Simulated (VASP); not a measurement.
## GeN: single point with PBE

GeN:

```
Ge N
1.0
     5.05933    0.00000    0.00000
     0.00000    7.79266    0.00000
     0.00000    0.00000    3.09749
Ge N
4 4
Direct
  0.95101 0.84279 0.00000
  0.45101 0.65721 0.50000
  0.54899 0.34279 0.50000
  0.04899 0.15721 0.00000
  0.26689 0.71475 0.00000
  0.76689 0.78525 0.50000
  0.23311 0.21475 0.50000
  0.73311 0.28525 0.00000
```

```json
{
  "Program": "VASP 6.6.1",
  "Task": "single point",
  "Functional": "PBE",
  "Potentials or basis": "VASP PAW PBE potentials, release 64 (Ge_d, N)",
  "Cutoff": "520 eV",
  "k mesh": "8 × 6 × 12",
  "Occupations": "gaussian, width 0.01 eV",
  "Spin": "no spin polarisation",
  "Dipole correction": "no",
  "Further INCAR settings": "ALGO = Normal; EDIFF = 1e-06; NBANDS = 48"
}
```

```
Pressure               : -0.4 GPa
Largest force          : 0.024 eV/Å
Band gap on the k mesh : 0.53 eV
```

Forces in eV/Å, atoms in the order of the input:
```
Ge  -0.006 -0.023  0.000
Ge  -0.006  0.023  0.000
Ge   0.006 -0.023  0.000
Ge   0.006  0.023  0.000
N    0.008  0.000  0.000
N    0.008  0.000  0.000
N   -0.008  0.000  0.000
N   -0.008  0.000  0.000
```

Stress tensor (GPa, compression positive):
```
-0.45  0.00  0.00
 0.00 -0.24  0.00
 0.00  0.00 -0.54
```

Levels at points of the mesh, in eV from the valence-band top:
| k point | band 35 | band 36 | band 37 | band 38 | band 39 | band 40 | band 41 | band 42 |
| --- | --- | --- | --- | --- | --- | --- | --- | --- |
| (0.00, 0.00, 0.00) | -3.00 | -1.72 | -1.43 | 0.00 | 0.53 | 1.68 | 2.94 | 3.16 |
| (0.50, 0.00, 0.00) | -3.07 | -3.07 | -1.72 | -1.72 | 2.61 | 2.61 | 3.46 | 3.46 |
| (0.00, 0.50, 0.00) | -2.57 | -2.57 | -1.44 | -1.44 | 2.11 | 2.11 | 2.89 | 2.89 |
| (0.50, 0.50, 0.00) | -3.30 | -3.30 | -1.22 | -1.22 | 2.18 | 2.18 | 3.72 | 3.72 |
| (0.00, 0.00, 0.50) | -2.24 | -2.24 | -1.94 | -1.94 | 2.52 | 2.52 | 3.48 | 3.48 |
| (0.50, 0.00, 0.50) | -2.12 | -2.12 | -1.35 | -1.35 | 0.92 | 0.92 | 4.23 | 4.23 |
| (0.00, 0.50, 0.50) | -2.48 | -2.48 | -1.74 | -1.74 | 1.97 | 1.97 | 3.71 | 3.71 |
| (0.50, 0.50, 0.50) | -2.32 | -2.32 | -1.56 | -1.56 | 2.40 | 2.40 | 2.60 | 2.60 |

Wall time 10 min on 1 thread of Intel(R) Xeon(R) Platinum 8488C (Sapphire Rapids), with other jobs on the host, peak memory 0.63 GiB.

Caveat: semilocal functionals underestimate gaps, and a narrow one can read as zero. A k mesh can miss the band edges.
